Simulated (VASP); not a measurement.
Wanted: the native input for a VASP 6.6.1 run.

- Task: single point
- Functional: LDA
- Potentials or basis: VASP PAW LDA potentials, release 64 (Fe)
- Cutoff: 520 eV
- k mesh: 22 × 22 × 22
- Occupations: gaussian, width 0.05 eV
- Spin: collinear spin, ferromagnetic start
- Starting moments: [2.48] μB
- Dipole correction: no
- Further INCAR settings: ALGO = Normal; EDIFF = 1e-06; NBANDS = 14

The structure of Fe lies in POSCAR:

```
Fe
1.0
   -1.3932011820      1.3932011820      1.3932011820
    1.3932011820     -1.3932011820      1.3932011820
    1.3932011820      1.3932011820     -1.3932011820
Fe
1
Direct
    0.0000000000      0.0000000000      0.0000000000
```

The input as run:

INCAR

```
ALGO = Normal
EDIFF = 1E-6
ENCUT = 520
GGA = CA
ISIF = 2
ISMEAR = 0
ISPIN = 2
LASPH = T
LCHARG = F
LMAXMIX = 4
LORBIT = 11
LREAL = F
LWAVE = F
MAGMOM = 2.48
NBANDS = 14
NELM = 150
PREC = Accurate
SIGMA = 0.05
```

KPOINTS

```
k-points
0
Gamma
  22 22 22
```

Potentials or basis: VASP PAW LDA potentials, release 64 (Fe).

Run with:

```console
$ cat potpaw_LDA.64/Fe/POTCAR > POTCAR
$ mpirun -np 1 vasp_std > vasp.out
```

It gave:

```
Pressure                                              : -9.4 GPa
Net moment                                            : 2.05 μB per cell
Site moments                                          : Fe +2.02 μB
Valence electrons inside the program's atomic spheres : Fe 7.38
```

Caveat: the cell stands under tension.

It took 52 s on 1 thread of AMD EPYC 9R45 (Zen 5), with other jobs on the host, peak memory 0.14 GiB.
